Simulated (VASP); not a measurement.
Wanted: the native input for a VASP 6.6.1 run.

- Task: relaxation of the atoms
- Functional: PBEsol
- Potentials or basis: VASP PAW PBE potentials, release 64 (P, Mo_sv)
- Cutoff: 520 eV
- k mesh: 9 × 9 × 1
- Occupations: gaussian, width 0.1 eV
- Spin: no spin polarisation
- Dipole correction: yes
- Atoms held fixed (from 0): [0, 1, 3]
- Further INCAR settings: ALGO = Normal; EDIFF = 1e-06; IBRION = 2; EDIFFG = -0.03; NSW = 90

The structure of MoP lies in POSCAR:

```
MoP
1.0
    3.2062346803      0.0000000000      0.0000000000
   -1.6031173402      2.7766806837      0.0000000000
    0.0000000000      0.0000000000     24.9353377422
P Mo
3 3
Selective dynamics
Direct
    0.3333333333      0.6666666667      0.3408816872  F F F
    0.3333333333      0.6666666667      0.4681763374  F F F
    0.3333333333      0.6666666667      0.5954709877  T T T
    0.0000000000      0.0000000000      0.4045290123  F F F
    0.0000000000      0.0000000000      0.5318236626  T T T
    0.0000000000      0.0000000000      0.6591183128  T T T
```

These files were run (other wordings do the same):

INCAR

```
PREC = Accurate
ENCUT = 520
EDIFF = 1E-6
ISMEAR = 0
SIGMA = 0.1
LREAL = F
LASPH = T
NELM = 80
ALGO = Normal
ISIF = 2
LWAVE = F
LCHARG = F
LDIPOL = T
IDIPOL = 3
DIPOL = 0.5 0.5 0.500
GGA = PS
IBRION = 2
NSW = 90
EDIFFG = -0.03
```

KPOINTS

```
regular mesh
0
Gamma
  9 9 1
```

Potentials or basis: VASP PAW PBE potentials, release 64 (P, Mo_sv).

The run is started by

```bash
$ cat potpaw_PBE.64/P/POTCAR potpaw_PBE.64/Mo_sv/POTCAR > POTCAR
$ mpirun -np 1 vasp_std > vasp.out
```

It gave:

- Energy gained by relaxing: 34.0 meV/atom
- Ionic steps: 11
- Band gap on the k mesh: zero (an odd number of electrons rules out a gap without spin polarisation)

It took 6.2 min on 1 thread of Intel(R) Xeon(R) 6975P-C (Granite Rapids) (shared host), peak memory 0.37 GiB.
